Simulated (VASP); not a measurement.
A run of VASP 6.6.1 is set up as follows.

INCAR

```
SYSTEM = Lu
ALGO = Normal
EDIFF = 1E-8
ENCUT = 520
GGA = PE
ISIF = 2
ISMEAR = -1
LASPH = .True.
LCHARG = .False.
LEFG = .True.
LREAL = .False.
LWAVE = .False.
NBANDS = 32
NELM = 60
PREC = Accurate
SIGMA = 0.03
```

The input KPOINTS:

```
k-points
0
Gamma
  13 13 8
  0 0 0
```

The input POSCAR:

```
Lu
1.0
    3.5098988894      0.0000000000      0.0000000000
   -1.7549494447      3.0396616030      0.0000000000
    0.0000000000      0.0000000000      5.5666000000
Lu
2
Direct
    0.3333333333      0.6666666667      0.2500000000
    0.6666666667      0.3333333333      0.7500000000
```

Potentials or basis: VASP PAW PBE potentials, release 64 (Lu).

The run is started by

```sh
$ cat potpaw_PBE.64/Lu/POTCAR > POTCAR
$ mpirun -np 1 vasp_std > vasp.out
```

(1) What does it give for the pressure?

(2) Estimate the band gap on the k mesh.

Results:

(1) -0.8 GPa.

(2) zero (bands 25 and 26 overlap by 1.74 eV).

Caveat: without QUAD_EFG the Cq values of the log hold for a quadrupole moment of 1 mb, not for the nuclei; spin-orbit coupling is left out, which moves the levels of the heavy elements.
